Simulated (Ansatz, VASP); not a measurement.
## Two plane-wave programs on SiGe3

```
Si Ge
1.0
     2.86883   -4.44498    0.00000
     2.86883    4.44498    0.00000
     0.00000    0.00000    2.89621
Si Ge
1 3
Direct
  0.00000 0.00000 0.00000
  0.50000 0.50000 0.00000
  0.00000 0.50000 0.50000
  0.50000 0.00000 0.50000
```

Alike in both runs: functional PBE; k mesh 10 × 10 × 16; occupations gaussian, width 0.1 eV; no spin polarisation.

Ansatz relaxed the structure, and its values are those at the end. VASP's run is a single point on that final structure, the one shown.

```csv
,VASP,Ansatz
version,VASP 6.6.1,Ansatz 0.2.0
potentials or method,"VASP PAW PBE potentials, release 64 (Si, Ge_d), cutoff 520 eV","scalar-relativistic, plane waves, PAW"
valence electrons in the cell,46,46
```

```csv
,VASP,Ansatz,Ansatz less VASP
gap on the k mesh at the Fermi level (eV),none,none,-
pressure (GPa),0.0,0.0,+0.02
```

A gap of «none» marks a metal or a gap that the smearing closes. The functional is the same, so the differences come from potentials, cutoffs and numerics.
